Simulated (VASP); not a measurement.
Wanted: the native input for a VASP 6.6.1 run.

```
Task                   : single point
Functional             : LDA
Potentials or basis    : VASP PAW LDA potentials, release 64 (C)
Cutoff                 : 520 eV
k mesh                 : 18 × 18 × 2
Occupations            : gaussian, width 0.15 eV
Spin                   : no spin polarisation
Dipole correction      : no
Further INCAR settings : ALGO = Normal; EDIFF = 1e-06; NBANDS = 16
```

The structure of C lies in POSCAR:

```
C
1.0
    2.4446025229      0.0000000000      0.0000000000
   -1.2223012614      2.1170878870      0.0000000000
    0.0000000000      0.0000000000     24.1078379870
C
4
Direct
    0.0094469389      0.0188938779      0.5687751440
   -0.0094469389     -0.0188938779      0.4312248560
    0.3427798554      0.6855597108      0.4312002200
    0.6572201446      0.3144402892      0.5687997800
```

This cell differs from its parent crystal: atoms displaced along a vibrational mode.

These files were run (other wordings do the same):

INCAR

```
SYSTEM = C
PREC     = Accurate       ! precision mode
ENCUT    = 520            ! plane-wave cutoff, eV
EDIFF    = 1E-6           ! SCF threshold, eV
ISMEAR   = 0              ! smearing method
SIGMA    = 0.15           ! smearing width, eV
LREAL    = .FALSE.        ! projectors in reciprocal space
LASPH    = .TRUE.         ! aspherical terms in the spheres
NELM     = 100            ! most SCF steps
ALGO     = Normal         ! electronic algorithm
ISIF     = 2              ! what is computed and relaxed
LWAVE    = .FALSE.        ! write WAVECAR
LCHARG   = .FALSE.        ! write CHGCAR
GGA      = CA             ! functional
NBANDS   = 16             ! bands
```

KPOINTS

```
Automatic mesh
0
G
  18 18 2
  0 0 0
```

Potentials or basis: VASP PAW LDA potentials, release 64 (C).

Launch:

```sh
$ cat potpaw_LDA.64/C/POTCAR > POTCAR
$ mpirun -np 1 vasp_std > vasp.out
```

It gave:

| Item | Value |
| --- | --- |
| Largest force | 4.066 eV/Å |

Caveat: the cell differs from its parent crystal (atoms displaced along a vibrational mode); there is no dipole correction, which matters where the two faces differ.

Wall time 4.6 min on 1 thread of Intel(R) Xeon(R) 6975P-C (Granite Rapids), on a shared host, peak memory 0.37 GiB.
